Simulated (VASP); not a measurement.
## SiC5: relaxation of cell and atoms with PBE

Crystal: SiC5.

```
Si C
1.0
     3.12841    0.00000    0.00000
    -1.56420    2.70928    0.00000
     0.00000    0.00000    8.02762
Si C
1 5
Direct
  0.00000 0.00000 0.00000
  0.33333 0.66667 0.34000
  0.33333 0.66667 0.57500
  0.00000 0.00000 0.26500
  0.66667 0.33333 0.65500
  0.66667 0.33333 0.89500
```

```yaml
Program: VASP 6.6.1
Task: relaxation of cell and atoms
Functional: PBE
Potentials_or_basis: VASP PAW PBE potentials, release 64 (Si, C)
Cutoff: 600 eV
k_mesh: 6 × 6 × 2
Occupations: gaussian, width 0.2 eV
Spin: no spin polarisation
Dipole_correction: no
Further_INCAR_settings: ALGO = Normal; EDIFF = 1e-06; IBRION = 2; EDIFFG = -0.08; NSW = 36; ISIF = 3
```

```yaml
Relaxed_volume: 7.31 Å³/atom
Relaxed_cell: a = 2.733 Å, b = 2.733 Å, c = 6.776 Å, α = 90.00°, β = 90.00°, γ = 120.00°
Space_group_after_relaxing_to_0.05_Å: P3m1 (No. 156)
Energy_gained_by_relaxing: 1088.3 meV/atom
Ionic_steps: 10
Pressure_after_relaxing: -0.3 GPa
Largest_force_after_relaxing: 0.038 eV/Å
Band_gap_on_the_k_mesh: 1.26 eV, indirect (least direct gap 3.48 eV)
```

Forces in eV/Å, atoms in the order of the input:
```
Si   0.000  0.000  0.020
C    0.000  0.000 -0.018
C    0.000  0.000  0.038
C    0.000  0.000 -0.005
C    0.000  0.000 -0.009
C    0.000  0.000 -0.027
```

Step by step:
| step | energy change (eV) | largest force (eV/Å) | pressure (GPa) | volume (Å³) |
| --- | --- | --- | --- | --- |
| 1 | 0.0000 | 2.4849 | -55.59 | 68.04 |
| 2 | -3.8496 | 7.3643 | 97.41 | 36.13 |
| 3 | -6.1946 | 3.9711 | -4.02 | 44.95 |
| 4 | -6.1980 | 4.1031 | -1.21 | 44.55 |
| 5 | -6.1274 | 4.9742 | 12.36 | 42.28 |
| 6 | -6.4637 | 0.8745 | 3.57 | 43.40 |
| 7 | -6.5234 | 0.4861 | -2.12 | 44.05 |
| 8 | -6.5265 | 0.4784 | -1.16 | 43.93 |
| 9 | -6.5245 | 0.6607 | 0.77 | 43.72 |
| 10 | -6.5299 | 0.0382 | -0.32 | 43.84 |

Final structure:
```
CELL_PARAMETERS angstrom
2.73318 0.00000 0.00000
-1.36659 2.36701 0.00000
0.00000 0.00000 6.77574
ATOMIC_POSITIONS crystal
Si 0.00000 0.00000 0.99373
C 0.33333 0.66667 0.35056
C 0.33333 0.66667 0.57691
C 0.00000 0.00000 0.27547
C 0.66667 0.33333 0.65346
C 0.66667 0.33333 0.87988
```

Levels at points of the mesh, in eV from the valence-band top:
```tsv
k point	band 10	band 11	band 12	band 13	band 14	band 15
(0.00, 0.00, 0.00)	-1.44	0.00	0.00	4.05	4.24	4.24
(0.50, 0.00, 0.00)	-4.56	-4.51	-2.22	1.26	2.82	4.60
(0.00, 0.00, 0.50)	-2.32	-0.13	-0.13	4.24	4.56	4.56
(0.50, 0.00, 0.50)	-4.80	-3.21	-1.92	2.28	3.07	3.70
```

Wall time 2 min on 1 thread of Intel Xeon 6975P-C, with other jobs on the host, peak memory 0.22 GiB.

Caveat: the volume moved by over 15 % at a fixed basis, so the end points are rough; the relaxation stopped at a loose force limit of 0.08 eV/Å, so its end isn't a converged minimum. A k mesh can miss the band edges.
